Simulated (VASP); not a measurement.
A run of VASP 6.6.1:

The input INCAR:

```
SYSTEM = Cl
ALGO = Normal
EDIFF = 1E-7
ENCUT = 520
GGA = PE
ISIF = 2
ISMEAR = 0
LASPH = .TRUE.
LCHARG = .FALSE.
LREAL = .FALSE.
LWAVE = .FALSE.
NBANDS = 22
NELM = 100
PREC = Accurate
SIGMA = 0.01
```

KPOINTS

```
k-points
0
G
  6 6 2
  0 0 0
```

POSCAR

```
Cl
1.0
    3.1252368015     -2.0072452613      0.0000000000
    3.1252368015      2.0072452613      0.0000000000
    0.0000000000      0.0000000000      8.1465599039
Cl
4
Direct
    0.8756350160      0.1243649840      0.6074783242
    0.1243649840      0.8756350160      0.3925216758
    0.6243649840      0.3756350160      0.1074783242
    0.3756350160      0.6243649840      0.8925216758
```

Potentials or basis: VASP PAW PBE potentials, release 64 (Cl).

Command:

```console
$ cat potpaw_PBE.64/Cl/POTCAR > POTCAR
$ mpirun -np 1 vasp_std > vasp.out
```

Hardware: 1 thread of Intel(R) Xeon(R) Platinum 8259CL CPU @ 2.50GHz (Skylake/Cascade Lake), with other jobs on the host.

How long does it take, and how much memory?

Wall time 58 s on 1 thread of Intel(R) Xeon(R) Platinum 8259CL CPU @ 2.50GHz (Skylake/Cascade Lake), on a shared host, peak memory 0.21 GiB. Counts: scf iterations 14, k points 26.
